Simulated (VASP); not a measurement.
Set up this calculation in VASP 6.6.1, as the native input.

```yaml
Task: relaxation of cell and atoms
Functional: PBE
Potentials_or_basis: VASP PAW PBE potentials, release 64 (V_sv)
Cutoff: 600 eV
k_mesh: 20 × 20 × 20
Occupations: methfessel-paxton, width 0.1 eV
Spin: no spin polarisation
Dipole_correction: no
Further_INCAR_settings: ALGO = Fast; EDIFF = 1e-07; IBRION = 2; EDIFFG = -0.005; NSW = 80; ISIF = 3
```

The structure of V lies in POSCAR:

```
V
1.0
   -1.5000000000      1.5000000000      1.5000000000
    1.5000000000     -1.5000000000      1.5000000000
    1.5000000000      1.5000000000     -1.5000000000
V
1
Direct
    0.0000000000      0.0000000000      0.0000000000
```

These files were run (other wordings do the same):

INCAR

```
ALGO = Fast ; EDIFF = 1E-7
EDIFFG = -0.005 ; ENCUT = 600
GGA = PE ; IBRION = 2
ISIF = 3 ; ISMEAR = 1
LASPH = T ; LCHARG = F
LREAL = F ; LWAVE = F
NELM = 80 ; NSW = 80
PREC = Accurate ; SIGMA = 0.1
```

KPOINTS

```
k-points
0
Gamma
  20 20 20
```

Potentials or basis: VASP PAW PBE potentials, release 64 (V_sv).

The run is started by

```sh
$ cat potpaw_PBE.64/V_sv/POTCAR > POTCAR
$ mpirun -np 1 vasp_std > vasp.out
```

It gave:

```yaml
Relaxed_volume: 13.47 Å³/atom
Relaxed_cell: a = 2.596 Å, b = 2.596 Å, c = 2.596 Å, α = 109.47°, β = 109.47°, γ = 109.47°
Space_group_after_relaxing_to_0.05_Å: Im-3m (No. 229)
Energy_gained_by_relaxing: 0.0 meV/atom
Ionic_steps: 3
Pressure_after_relaxing: 0.0 GPa
```

Wall time 100 s on 1 thread of AMD EPYC 7R43 64-Core Processor (Zen 3), with other jobs on the host, peak memory 0.14 GiB.
